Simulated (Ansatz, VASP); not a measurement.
# Ti: VASP beside Ansatz

The input INCAR:

```
SYSTEM = Ti
PREC = Accurate
ENCUT = 520
EDIFF = 1E-6
ISMEAR = 0
SIGMA = 0.15
LREAL = .FALSE.
LASPH = .TRUE.
NELM = 60
ALGO = Fast
ISIF = 2
LWAVE = .FALSE.
LCHARG = .FALSE.
GGA = PS
NBANDS = 19
```

KPOINTS

```
regular mesh
0
G
  24 24 14
  0 0 0
```

The input POSCAR:

```
Ti
1.0
    2.9004352004      0.0000000000      0.0000000000
   -1.4502176002      2.4741728071      0.0000000000
    0.0000000000      0.0000000000      4.5909904469
Ti
2
Direct
    0.3333333333      0.6666666667      0.2500000000
    0.6666666667      0.3333333333      0.7500000000
```

Input for Ansatz:

```yaml
crystal:
  lattice:
    - [2.9004352004, 0.0, 0.0]
    - [-1.4502176002, 2.4741728071, 0.0]
    - [0.0, 0.0, 4.5909904469]
  atoms:
    - { symbol: Ti, position: [0.3333333333, 0.6666666667, 0.25] }
    - { symbol: Ti, position: [0.6666666667, 0.3333333333, 0.75] }
basis:
  ecutwfc: 420
kpoints:
  mp_grid: { grid: [24, 24, 14] }
hamiltonian:
  xc: pbesol
scf:
  occupations: { method: gaussian, width: 0.15 }
output:
  forces: true
  stress: true
  eigenvalues: true
```

Change from the starting cell: strain -0.0150 x Voigt [0, 1, 0, 0, 0, 0], atoms carried along.

Alike in both runs: task single point; functional PBEsol; k mesh 24 × 24 × 14; occupations gaussian, width 0.15 eV; no spin polarisation.

|  | VASP | Ansatz |
| --- | --- | --- |
| version | VASP 6.6.1 | Ansatz 0.2.0 |
| potentials or method | VASP PAW PBE potentials, release 64 (Ti_sv), cutoff 520 eV | scalar-relativistic, plane waves, PAW |
| valence electrons in the cell | 24 | 24 |

```csv
,VASP,Ansatz,Ansatz less VASP
gap on the k mesh at the Fermi level (eV),none,none,-
pressure (GPa),1.3,1.9,+0.55
"traceless stress, the component that is largest in VASP (GPa)",1.32,1.34,+0.014
rms of the force components (eV/Å),0.024,0.024,+0.0003
```

VASP's potentials were made for PBE, not for PBEsol. Atom by atom the forces differ by 0.000 eV/Å (rms over components). A gap of «none» marks a metal or a gap that the smearing closes. With one functional, cell and mesh, what is left measures potentials, basis and numerics.
